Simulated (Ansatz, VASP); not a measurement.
## SrO: VASP beside Ansatz

The input INCAR:

```
SYSTEM = SrO
PREC = Accurate
ENCUT = 520
EDIFF = 1E-7
ISMEAR = 0
SIGMA = 0.05
LREAL = .False.
LASPH = .True.
NELM = 100
ALGO = Normal
ISIF = 2
LWAVE = .False.
LCHARG = .False.
GGA = PS
NBANDS = 15
```

The input KPOINTS:

```
Automatic mesh
0
Gamma
  8 8 8
  0 0 0
```

POSCAR

```
SrO
1.0
    0.0000000000      2.6422265306      2.4308484082
    2.6422265306      0.0000000000      2.4308484082
    2.6422265306      2.6422265306      0.0000000000
Sr O
1 1
Direct
    0.0000000000      0.0000000000      0.0000000000
    0.5000000000      0.5000000000      0.5000000000
```

Input for Ansatz:

```yaml
crystal:
  lattice:
    - [0.0, 2.6422265306, 2.4308484082]
    - [2.6422265306, 0.0, 2.4308484082]
    - [2.6422265306, 2.6422265306, 0.0]
  atoms:
    - { symbol: Sr, position: [0.0, 0.0, 0.0] }
    - { symbol: O, position: [0.5, 0.5, 0.5] }
basis:
  ecutwfc: 420
kpoints:
  mp_grid: { grid: [8, 8, 8] }
hamiltonian:
  xc: pbesol
scf:
  occupations: { method: gaussian, width: 0.05 }
output:
  forces: true
  stress: true
  eigenvalues: true
```

Alike in both runs: task single point; functional PBEsol; k mesh 8 × 8 × 8; occupations gaussian, width 0.05 eV; no spin polarisation.

|  | VASP | Ansatz |
| --- | --- | --- |
| version | VASP 6.6.1 | Ansatz 0.2.0 |
| potentials or method | VASP PAW PBE potentials, release 64 (Sr_sv, O), cutoff 520 eV | scalar-relativistic, plane waves, PAW |
| valence electrons in the cell | 16 | 16 |

Ansatz gave:

* gap on the k mesh at the Fermi level (eV): 2.76
* least direct gap on the mesh (eV): 3.01
* pressure (GPa): 0.6
* traceless stress, the component that is largest in VASP (GPa): 8.46

Task: What did VASP give for the same quantities?

Result: gap on the k mesh at the Fermi level (eV): 2.70; least direct gap on the mesh (eV): 2.98; pressure (GPa): 1.3; traceless stress, the component that is largest in VASP (GPa): 8.98.

VASP's potentials were made for PBE, not for PBEsol.
